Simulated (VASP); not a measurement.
Set up this calculation in VASP 6.6.1, as the native input.

```yaml
Task: single point
Functional: PBE
Potentials_or_basis: VASP PAW PBE potentials, release 64 (Te, Sb, Ge_d)
Cutoff: 520 eV
k_mesh: 10 × 10 × 2
Occupations: gaussian, width 0.03 eV
Spin: no spin polarisation
Dipole_correction: no
Further_INCAR_settings: ALGO = Normal; EDIFF = 1e-07; NBANDS = 44
```

The structure of Ge2Sb2Te5 lies in POSCAR:

```
Ge2Sb2Te5
1.0
    4.2327694346      0.0000000000      0.0000000000
   -2.1163847173      3.6656858587      0.0000000000
    0.0000000000      0.0000000000     17.4461589570
Te Sb Ge
5 2 2
Direct
    0.0000000000      0.0000000000      0.0000000000
    0.6666666667      0.3333333333      0.2124165930
    0.3333333333      0.6666666667      0.4229087119
    0.6666666667      0.3333333333      0.5770912881
    0.3333333333      0.6666666667      0.7875834070
    0.3333333333      0.6666666667      0.1135399111
    0.6666666667      0.3333333333      0.8864600889
    0.0000000000      0.0000000000      0.3408852863
    0.0000000000      0.0000000000      0.6591147137
```

The input as run:

INCAR

```
PREC = Accurate
ENCUT = 520
EDIFF = 1E-7
ISMEAR = 0
SIGMA = 0.03
LREAL = F
LASPH = T
NELM = 60
ALGO = Normal
ISIF = 2
LWAVE = F
LCHARG = F
GGA = PE
NBANDS = 44
```

KPOINTS

```
regular mesh
0
Gamma
  10 10 2
```

Potentials or basis: VASP PAW PBE potentials, release 64 (Te, Sb, Ge_d).

The run is started by

```console
$ cat potpaw_PBE.64/Te/POTCAR potpaw_PBE.64/Sb/POTCAR potpaw_PBE.64/Ge_d/POTCAR > POTCAR
$ mpirun -np 1 vasp_std > vasp.out
```

It gave:

```yaml
Pressure: 1.5 GPa
Largest_force: 0.245 eV/Å
Band_gap_on_the_k_mesh: 0.06 eV (least direct gap 0.22 eV)
```

Caveat: spin-orbit coupling is left out, which moves the levels of the heavy elements.

It took 11 min on 1 thread of Intel Xeon 8259CL, on a shared host, peak memory 0.58 GiB.
